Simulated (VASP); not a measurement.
# CaO (rock salt type) in VASP: a series of runs, part 2 of 2

VASP 6.6.1.

### 3 Single point, PBE

INCAR

```
SYSTEM = CaO
  PREC = Accurate
  ENCUT = 520
  EDIFF = 1E-6
  ISMEAR = -1
  SIGMA = 0.1
  LREAL = .False.
  LASPH = .True.
  NELM = 100
  ALGO = Normal
  ISIF = 2
  LWAVE = .False.
  LCHARG = .False.
  GGA = PE
  NBANDS = 15
```

KPOINTS

```
regular mesh
0
Gamma
  8 8 8
  0 0 0
```

POSCAR

```
CaO
1.0
    0.0000000000      2.4150000000      2.4150000000
    2.4150000000      0.0000000000      2.4150000000
    2.4150000000      2.4150000000      0.0000000000
Ca O
1 1
Direct
   -0.0041407867      0.0041407867      0.0041407867
    0.5000000000      0.5000000000      0.5000000000
```

Potentials or basis: VASP PAW PBE potentials, release 64 (Ca_sv, O).

Started as:

```console
> cat potpaw_PBE.64/Ca_sv/POTCAR potpaw_PBE.64/O/POTCAR > POTCAR
> mpirun -np 1 vasp_std > vasp.out
```

OUTCAR:

```text
SYSTEM = CaO
   PREC = Accurate
   ENCUT = 520
   EDIFF = 1E-6
   ISMEAR = -1
   LREAL = .False.
   LASPH = .True.
   NELM = 100
   ISIF = 2
   GGA = PE

 ion  position               nearest neighbor table
   1  0.996  0.004  0.004-   2 2.40   2 2.42   2 2.42   2 2.42   2 2.42   2 2.43
   2  0.500  0.500  0.500-   1 2.40   1 2.42   1 2.42   1 2.42   1 2.42   1 2.43

  LATTYP: Found a face centered cubic cell.
 ALAT       =     4.8300000000

  Lattice vectors:

 A1 = (   0.0000000000,   2.4150000000,   2.4150000000)
 A2 = (   2.4150000000,   0.0000000000,   2.4150000000)
 A3 = (   2.4150000000,   2.4150000000,   0.0000000000)

Analysis of symmetry for initial positions (statically):
=====================================================================
 Subroutine PRICEL returns:
 Original cell was already a primitive cell.

 Routine SETGRP: Setting up the symmetry group for a
 face centered cubic supercell.

 Subroutine GETGRP returns: Found  8 space group operations
 (whereof  8 operations were pure point group operations)
 out of a pool of 48 trial point group operations.

The static configuration has the point symmetry C_4v.

Analysis of symmetry for dynamics (positions and initial velocities):
=====================================================================
 Subroutine PRICEL returns:
 Original cell was already a primitive cell.

 Routine SETGRP: Setting up the symmetry group for a
 face centered cubic supercell.

 Subroutine GETGRP returns: Found  8 space group operations
 (whereof  8 operations were pure point group operations)
 out of a pool of 48 trial point group operations.

The dynamic configuration has the point symmetry C_4v.

 Subroutine INISYM returns: Found  8 space group operations
 (whereof  8 operations are pure point group operations),
 and found     1 'primitive' translations

----------------------------------------------------------------------------------------
[... 121 lines left out ...]
   IVDW    =     0    specifies the selected vdW correction
   LEPSILON=     F    determine dielectric tensor
   LRPA    =     F    only Hartree local field effects (RPA)
 non-spin polarized calculation
  energy-cutoff  :      520.00
  volume of cell :       28.17
 maximum number of plane-waves:       775
 NGX is ok and might be reduce to    28
   NGX = 13   NGY = 13   NGZ = 13

 number of electron      15.9999999 magnetization

 Free energy of the ion-electron system (eV)
  ---------------------------------------------------
  ext. energy  EPLUGINS =         0.00000000
  ---------------------------------------------------
  free energy    TOTEN  =       -12.80466570 eV

  energy without entropy =      -12.80466570  energy(sigma->0) =      -12.80466570

 E-fermi :   4.1632     XC(G=0): -10.4038

 val. band max:        2.2661691268   @ k =   0.0000   0.0000   0.0000
 cond. band min:       5.9065680757   @ k =   0.0000   0.5000   0.5000
 fundamental gap:      3.6403989489
 Fermi energy:         4.1631538432

 k-point     1 :       0.0000    0.0000    0.0000
  band No.  band energies     occupation
      1     -35.4299      2.00000
      2     -16.2046      2.00000
      3     -16.2042      2.00000
      4     -16.2042      2.00000
      5     -13.2363      2.00000
      6       2.2661      2.00000
      7       2.2662      2.00000
      8       2.2662      2.00000
      9       6.8616      0.00000
     10       8.4565      0.00000
     11       8.4581      0.00000
     12       8.4581      0.00000
     13       9.9346      0.00000
     14       9.9375      0.00000
[... 401 lines left out ...]
      2     -16.9455      2.00000
      3     -16.4484      2.00000
      4     -16.3395      2.00000
      5     -12.5183      2.00000
      6       0.4920      2.00000
      7       1.1966      2.00000
      8       1.4798      2.00000
      9       7.5850      0.00000
     10      10.0346      0.00000
     11      10.9901      0.00000
     12      11.0509      0.00000
     13      11.8170      0.00000
     14      13.6987      0.00000
     15      16.3809      0.00000

 [... further k-points ...]

------------------------ aborting loop because EDIFF is reached ----------------------------------------

  FORCE on cell =-STRESS in cart. coord.  units (eV):
  Direction    XX          YY          ZZ          XY          YZ          ZX
  --------------------------------------------------------------------------------------
  -------------------------------------------------------------------------------------
  Total        0.1128993      0.1025562      0.1025562     -0.0000000      0.0000000      0.0000000
  in kB        6.4212649      5.8329902      5.8329902     -0.0000000      0.0000000      0.0000000
  external PRESSURE =       6.0290818 kB  Pullay stress =       0.0000000 kB

 VOLUME and BASIS-vectors are now :
 -----------------------------------------------------------------------------
  energy-cutoff  :      520.00
  volume of cell :       28.17
      direct lattice vectors                 reciprocal lattice vectors
     0.000000000  2.415000000  2.415000000    -0.207039337  0.207039337  0.207039337
     2.415000000  0.000000000  2.415000000     0.207039337 -0.207039337  0.207039337
     2.415000000  2.415000000  0.000000000     0.207039337  0.207039337 -0.207039337

 POSITION                                       TOTAL-FORCE (eV/Angst)
 -----------------------------------------------------------------------------------
      0.02000      2.41500      2.41500        -0.058212      0.000000      0.000000
      2.41500      2.41500      2.41500         0.058212      0.000000      0.000000
 -----------------------------------------------------------------------------------
    total drift:                                0.000116      0.000000      0.000000

  FREE ENERGIE OF THE ION-ELECTRON SYSTEM (eV)
  ---------------------------------------------------
  free  energy   TOTEN  =       -12.8046656982 eV

  energy  without entropy=      -12.8046656969  energy(sigma->0) =      -12.80466570
```

OSZICAR:

```text
N       E                     dE             d eps       ncg     rms          rms(c)
DAV:   1     0.122606622717E+03    0.12261E+03   -0.82365E+03  1770   0.108E+03
DAV:   2    -0.924476344888E+01   -0.13185E+03   -0.12361E+03  2232   0.291E+02
DAV:   3    -0.143773264977E+02   -0.51326E+01   -0.51027E+01  2093   0.588E+01
DAV:   4    -0.145141156520E+02   -0.13679E+00   -0.13669E+00  2519   0.860E+00
DAV:   5    -0.145157209589E+02   -0.16053E-02   -0.16053E-02  2118   0.845E-01    0.856E+00
DAV:   6    -0.128855463582E+02    0.16302E+01   -0.51723E+00  1974   0.220E+01    0.363E+00
DAV:   7    -0.128080674853E+02    0.77479E-01   -0.40891E-01  1980   0.659E+00    0.181E+00
DAV:   8    -0.128054508886E+02    0.26166E-02   -0.76085E-02  2246   0.298E+00    0.419E-01
DAV:   9    -0.128040232014E+02    0.14277E-02   -0.43941E-03  1854   0.553E-01    0.111E-01
DAV:  10    -0.128046883943E+02   -0.66519E-03   -0.73451E-04  2120   0.241E-01    0.436E-02
DAV:  11    -0.128046656996E+02    0.22695E-04   -0.45416E-05  2219   0.808E-02    0.624E-03
DAV:  12    -0.128046656982E+02    0.14845E-08   -0.73102E-06  2008   0.232E-02
   1 F= -.12804666E+02 E0= -.12804666E+02  d E =-.129628E-08
```

Wall time 11 s (1 thread of Intel Xeon 6975P-C (Granite Rapids), shared host); peak memory 0.17 GiB.

Results:

```yaml
Free_energy: -12.8047 eV
Pressure: 0.6 GPa
Largest_force: 0.058 eV/Å
Band_gap_on_the_k_mesh: 3.64 eV (least direct gap 4.02 eV)
```

Forces on the atoms (eV/Å):
```
Ca  -0.058  0.000  0.000
O    0.058  0.000  0.000
```

A k mesh can miss the band edges.
